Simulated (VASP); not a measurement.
A run of VASP 6.6.1:

The input INCAR:

```
SYSTEM = NaCl
ALGO = Normal ; EDIFF = 1E-6
ENCUT = 520 ; GGA = PS
ISIF = 2 ; ISMEAR = 0
LASPH = .TRUE. ; LCHARG = .FALSE.
LREAL = .FALSE. ; LWAVE = .FALSE.
NBANDS = 14 ; NELM = 80
PREC = Accurate ; SIGMA = 0.02
```

File KPOINTS:

```
k-points
0
G
  8 8 8
  0 0 0
```

The input POSCAR:

```
NaCl
1.0
    0.0000000000      2.8317500000      2.8317500000
    2.8317500000      0.0000000000      2.8317500000
    2.8317500000      2.8317500000      0.0000000000
Na Cl
1 1
Direct
    0.0264853889      0.0264853889     -0.0264853889
    0.5000000000      0.5000000000      0.5000000000
```

Potentials or basis: VASP PAW PBE potentials, release 64 (Na_pv, Cl).

Run with:

```bash
$ cat potpaw_PBE.64/Na_pv/POTCAR potpaw_PBE.64/Cl/POTCAR > POTCAR
$ mpirun -np 1 vasp_std > vasp.out
```

Hardware: 1 thread of Intel(R) Xeon(R) 6975P-C (Granite Rapids), with other jobs on the host.

**Question.** Estimate the wall time of this run.

**Answer.** It took 15 s on 1 thread of Intel(R) Xeon(R) 6975P-C (Granite Rapids) (shared host), peak memory 0.17 GiB. Counts: scf iterations 12, k points 59.
